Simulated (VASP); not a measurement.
# InAs (zinc blende) (F-43m) in VASP: further runs, part 2 of 2

VASP 6.6.1.

## (3) Single point, PBEsol, non-collinear spin, zero start, spin-orbit coupling (volume scaled by 0.96)

The input, INCAR:

```
PREC = Accurate
ENCUT = 520
EDIFF = 1E-6
ISMEAR = 0
SIGMA = 0.02
LREAL = False
LASPH = True
NELM = 150
ALGO = Normal
ISIF = 2
LWAVE = False
LCHARG = True
MAGMOM = 0 0 0 0 0 0
LORBIT = 11
LSORBIT = True
GGA_COMPAT = False
LORBMOM = True
GGA = PS
LVHAR = True
NBANDS = 30
```

The input, KPOINTS:

```
regular mesh
0
Gamma
  12 12 12
```

The input, POSCAR:

```
InAs
1.0
    0.0000000000      2.9880625493      2.9880625493
    2.9880625493      0.0000000000      2.9880625493
    2.9880625493      2.9880625493      0.0000000000
In As
1 1
Direct
    0.0000000000      0.0000000000      0.0000000000
    0.2500000000      0.2500000000      0.2500000000
```

Potentials or basis: VASP PAW PBE potentials, release 64 (In_d, As).

On the command line:

```bash
$ cat potpaw_PBE.64/In_d/POTCAR potpaw_PBE.64/As/POTCAR > POTCAR
$ mpirun -np 1 vasp_ncl > vasp.out
```

OUTCAR:

```text
PREC = Accurate
   ENCUT = 520
   EDIFF = 1E-6
   ISMEAR = 0
   LREAL = False
   LASPH = True
   NELM = 150
   ISIF = 2
   LORBIT = 11
   LSORBIT = True
   GGA = PS

 ion  position               nearest neighbor table
   1  0.000  0.000  0.000-   2 2.59   2 2.59   2 2.59   2 2.59
   2  0.250  0.250  0.250-   1 2.59   1 2.59   1 2.59   1 2.59

  LATTYP: Found a face centered cubic cell.
 ALAT       =     5.9761250986

  Lattice vectors:

 A1 = (   0.0000000000,   2.9880625493,   2.9880625493)
 A2 = (   2.9880625493,   0.0000000000,   2.9880625493)
 A3 = (   2.9880625493,   2.9880625493,   0.0000000000)

Analysis of symmetry for initial positions (statically):
=====================================================================
 Subroutine PRICEL returns:
 Original cell was already a primitive cell.

 Routine SETGRP: Setting up the symmetry group for a
 face centered cubic supercell.

 Subroutine GETGRP returns: Found 24 space group operations
 (whereof 24 operations were pure point group operations)
 out of a pool of 48 trial point group operations.

The static configuration has the point symmetry T_d .

Analysis of symmetry for dynamics (positions and initial velocities):
=====================================================================
 Subroutine PRICEL returns:
 Original cell was already a primitive cell.

 Routine SETGRP: Setting up the symmetry group for a
 face centered cubic supercell.

 Subroutine GETGRP returns: Found 24 space group operations
 (whereof 24 operations were pure point group operations)
 out of a pool of 48 trial point group operations.

The dynamic configuration has the point symmetry T_d .

Analysis of structural, dynamic, and magnetic symmetry:
=====================================================================
 Subroutine PRICEL returns:
 Original cell was already a primitive cell.

 Routine SETGRP: Setting up the symmetry group for a
 face centered cubic supercell.

[... 996 lines left out ...]

 orbital moment (y)

 # of ion     p       d       tot
 ----------------------------------------
  1        -0.000   0.000  -0.000
  2        -0.000  -0.000  -0.000
 ----------------------------------------
           -0.000   0.000  -0.000

 orbital moment (z)

 # of ion     p       d       tot
 ----------------------------------------
  1         0.000   0.000   0.000
  2         0.000   0.000   0.000
 ----------------------------------------
            0.000   0.000   0.000

 Spin-Orbit-Coupling matrix elements

 Ion:    1  E_soc:     -0.0744956
 l=   1
     0.0000000    -0.0059203    -0.0059203
    -0.0059203     0.0000000    -0.0059203
    -0.0059203    -0.0059203     0.0000000
 l=   2
     0.0000000    -0.0013145     0.0000000    -0.0013145    -0.0051811
    -0.0013145     0.0000000    -0.0038858    -0.0013145    -0.0012953
     0.0000000    -0.0038858     0.0000000    -0.0038858     0.0000000
    -0.0013145    -0.0013145    -0.0038858     0.0000000    -0.0012953
    -0.0051811    -0.0012953     0.0000000    -0.0012953     0.0000000
 l=   3
     0.0000000     0.0000000     0.0000000     0.0000000     0.0000000     0.0000000     0.0000000
     0.0000000     0.0000000     0.0000000     0.0000000     0.0000000     0.0000000     0.0000000
     0.0000000     0.0000000     0.0000000     0.0000000     0.0000000     0.0000000     0.0000000
     0.0000000     0.0000000     0.0000000     0.0000000     0.0000000     0.0000000     0.0000000
     0.0000000     0.0000000     0.0000000     0.0000000     0.0000000     0.0000000     0.0000000
     0.0000000     0.0000000     0.0000000     0.0000000     0.0000000     0.0000000     0.0000000
     0.0000000     0.0000000     0.0000000     0.0000000     0.0000000     0.0000000     0.0000000

 Ion:    2  E_soc:     -0.0260624
 l=   1
     0.0000000    -0.0043417    -0.0043417
    -0.0043417     0.0000000    -0.0043417
    -0.0043417    -0.0043417     0.0000000
 l=   2
     0.0000000    -0.0000007     0.0000000    -0.0000007    -0.0000013
    -0.0000007     0.0000000    -0.0000010    -0.0000007    -0.0000003
     0.0000000    -0.0000010     0.0000000    -0.0000010     0.0000000
    -0.0000007    -0.0000007    -0.0000010     0.0000000    -0.0000003
    -0.0000013    -0.0000003     0.0000000    -0.0000003     0.0000000
 l=   3
     0.0000000     0.0000000     0.0000000     0.0000000     0.0000000     0.0000000     0.0000000
     0.0000000     0.0000000     0.0000000     0.0000000     0.0000000     0.0000000     0.0000000
     0.0000000     0.0000000     0.0000000     0.0000000     0.0000000     0.0000000     0.0000000
     0.0000000     0.0000000     0.0000000     0.0000000     0.0000000     0.0000000     0.0000000
     0.0000000     0.0000000     0.0000000     0.0000000     0.0000000     0.0000000     0.0000000
     0.0000000     0.0000000     0.0000000     0.0000000     0.0000000     0.0000000     0.0000000
     0.0000000     0.0000000     0.0000000     0.0000000     0.0000000     0.0000000     0.0000000

 total charge

# of ion       s       p       d       tot
------------------------------------------
    1        0.850   0.775   9.894  11.519
    2        1.220   1.587   0.024   2.831
--------------------------------------------------
tot          2.070   2.361   9.919  14.351

 magnetization (x)

# of ion       s       p       d       tot
------------------------------------------
    1       -0.000   0.000   0.000   0.000
    2        0.000   0.000   0.000   0.000
--------------------------------------------------
tot          0.000   0.000   0.000   0.000

 magnetization (y)

# of ion       s       p       d       tot
------------------------------------------
    1        0.000  -0.000   0.000   0.000
    2       -0.000   0.000   0.000   0.000
--------------------------------------------------
tot          0.000   0.000   0.000   0.000

 magnetization (z)

# of ion       s       p       d       tot
------------------------------------------
    1        0.000   0.000   0.000   0.000
    2        0.000   0.000  -0.000   0.000
--------------------------------------------------
tot          0.000   0.000   0.000   0.000
```

stdout:

```text
POSCAR found type information on POSCAR InAs
 POSCAR found :  2 types and       2 ions
 scaLAPACK will be used
 -----------------------------------------------------------------------------
|                                                                             |
|                                                                             |
|     You enforced a specific xc type in the INCAR file but a different       |
|     I HOPE YOU KNOW WHAT YOU ARE DOING!                                     |
|                                                                             |
 -----------------------------------------------------------------------------

 LDA part: xc-table for (Slater+PW92), standard interpolation
 POSCAR, INCAR and KPOINTS ok, starting setup
 FFT: planning ... GRIDC
 FFT: planning ... GRID_SOFT
 FFT: planning ... GRID
 WAVECAR not read
 entering main loop
```

It took 5 min on 1 thread of Intel Xeon Platinum 8259CL at 2.50GHz (Skylake/Cascade Lake), shared host; peak memory 0.48 GiB.

Results:

- Free energy: -8.5066 eV
- Pressure: 3.6 GPa
- Net moment: 0.00 μB per cell
- Valence electrons inside the program's atomic spheres: In 11.52; As 2.83

Moments on the atoms (μB; x, y, z):
```
In  0.00 0.00 0.00
As  0.00 0.00 0.00
```

Caveat: the PAW data sets were made with another functional, which shifts forces and pressure a little.
